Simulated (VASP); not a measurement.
TaCuP2:

```xyz
4
Lattice="3.6000 0.0000 0.0000 -1.8000 3.1177 0.0000 0.0000 -2.0784 6.6726" Properties=species:S:1:pos:R:3 pbc="T T T"
Ta    1.8000   -1.0392    3.3363
Cu    0.0000    0.0000    0.0000
P     0.0000    0.0000    2.3821
P     1.8000    1.0392    4.2905
```

* Program: VASP 6.6.1
* Task: relaxation of cell and atoms
* Functional: PBE
* Potentials or basis: VASP PAW PBE potentials, release 64 (Ta_pv, Cu, P)
* Cutoff: 600 eV
* k mesh: 7 × 7 × 7
* Occupations: fermi-dirac, width 0.1 eV
* Spin: no spin polarisation

At the start: pressure 29.8 GPa; volume 18.72 Å³/atom.

Question: How do energy, volume and symmetry change on relaxing?

Answer: Over 17 steps the energy falls by 1013.7 meV/atom and the volume is 17.52 Å³/atom (-6.4 %); space group R-3m (No. 166, to 0.1 Å) before and after.

The path:
| step | energy change (eV) | largest force (eV/Å) | pressure (GPa) | volume (Å³) |
| --- | --- | --- | --- | --- |
| 1 | 0.0000 | 7.2191 | 29.78 | 74.89 |
| 2 | -0.6155 | 1.3659 | -15.17 | 119.00 |
| 3 | -2.6315 | 1.5599 | -5.82 | 94.25 |
| 4 | -2.6422 | 1.8048 | -4.46 | 92.98 |
| 5 | -2.6423 | 1.8890 | -4.14 | 92.57 |
| 6 | -3.0820 | 1.0333 | -2.13 | 87.63 |
| 7 | -3.2747 | 0.4938 | 1.24 | 82.62 |
| 8 | -3.5366 | 0.5174 | 0.07 | 80.86 |
| 9 | -3.9134 | 1.2990 | -5.32 | 74.76 |
| 10 | -4.0492 | 0.3087 | 0.19 | 69.67 |
| 11 | -4.0491 | 0.2413 | 0.85 | 69.34 |
| 12 | -4.0493 | 0.2655 | 0.75 | 69.45 |
| 13 | -4.0493 | 0.2870 | 0.61 | 69.56 |
| 14 | -4.0537 | 0.1439 | -0.16 | 70.05 |
| 15 | -4.0540 | 0.0967 | -0.44 | 70.22 |
| 16 | -4.0548 | 0.0507 | 0.20 | 70.06 |
| 17 | -4.0549 | 0.0184 | 0.12 | 70.09 |

Final structure:
```
CELL_PARAMETERS angstrom
3.21196 0.00000 0.00000
-1.60598 2.78164 0.00000
0.00000 -1.85442 7.84530
ATOMIC_POSITIONS crystal
Ta 0.50000 0.00000 0.50000
Cu 0.00000 0.00000 0.00000
P 0.09422 0.18843 0.28265
P 0.90578 0.81157 0.71735
```

Caveat: a cell axis changed by over 15 % at a fixed basis, so the end point is rough.
